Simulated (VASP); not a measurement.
## AlN: single point with HSE06

The system is AlN.

```
CELL_PARAMETERS angstrom
3.12976 0.00000 0.00000
-1.56488 2.71045 0.00000
0.00000 0.00000 5.01740
ATOMIC_POSITIONS crystal
Al 0.66710 0.33293 0.50002
Al 0.33293 0.66710 0.00002
N 0.66392 0.33604 0.87998
N 0.33604 0.66392 0.37998
```

```
Program                            : VASP 6.6.1
Task                               : single point
Functional                         : HSE06
Potentials or basis                : VASP PAW PBE potentials, release 64 (Al, N)
Cutoff                             : 520 eV
k mesh                             : 8 × 8 × 4
Occupations                        : fermi-dirac, width 0.01 eV
Spin                               : no spin polarisation
Dipole correction                  : no
Grid for exact exchange (PRECFOCK) : Normal
Further INCAR settings             : ALGO = Normal; EDIFF = 1e-06; NBANDS = 16
Share of exact exchange            : 0.25
Screening parameter                : 0.2079 1/Å
```

```
Pressure               : -5.3 GPa
Largest force          : 0.232 eV/Å
Band gap on the k mesh : 5.40 eV
```

Forces on the atoms (eV/Å):
```
Al   0.112 -0.066 -0.093
Al  -0.114  0.064 -0.093
N    0.185 -0.105  0.093
N   -0.183  0.108  0.093
```

Stress tensor (GPa, compression positive):
```
-5.18 -0.78  0.00
-0.78 -6.08  0.00
 0.00  0.00 -4.65
```

Levels at points of the mesh, in eV from the valence-band top:
| k point | band 5 | band 6 | band 7 | band 8 | band 9 | band 10 | band 11 | band 12 |
| --- | --- | --- | --- | --- | --- | --- | --- | --- |
| (0.00, 0.00, 0.00) | -0.85 | -0.19 | -0.17 | 0.00 | 5.40 | 7.98 | 12.30 | 12.62 |
| (0.50, 0.00, 0.00) | -3.60 | -2.24 | -1.82 | -0.73 | 7.07 | 7.14 | 9.55 | 11.96 |
| (0.50, 0.50, 0.00) | -3.53 | -2.20 | -1.93 | -0.69 | 7.09 | 7.24 | 9.61 | 11.92 |
| (0.00, 0.00, 0.50) | -0.58 | -0.58 | -0.52 | -0.52 | 7.78 | 7.78 | 11.85 | 11.85 |
| (0.50, 0.00, 0.50) | -1.57 | -1.57 | -1.47 | -1.47 | 6.61 | 6.61 | 10.69 | 10.69 |
| (0.50, 0.50, 0.50) | -1.53 | -1.53 | -1.43 | -1.43 | 6.55 | 6.55 | 10.71 | 10.71 |

Wall time 39 min on 4 MPI ranks on Intel(R) Xeon(R) Platinum 8488C (Sapphire Rapids) (shared host), peak memory 0.31 GiB a rank.

Caveat: the cell stands under tension; the PAW data sets were made with another functional, which shifts forces and pressure a little.
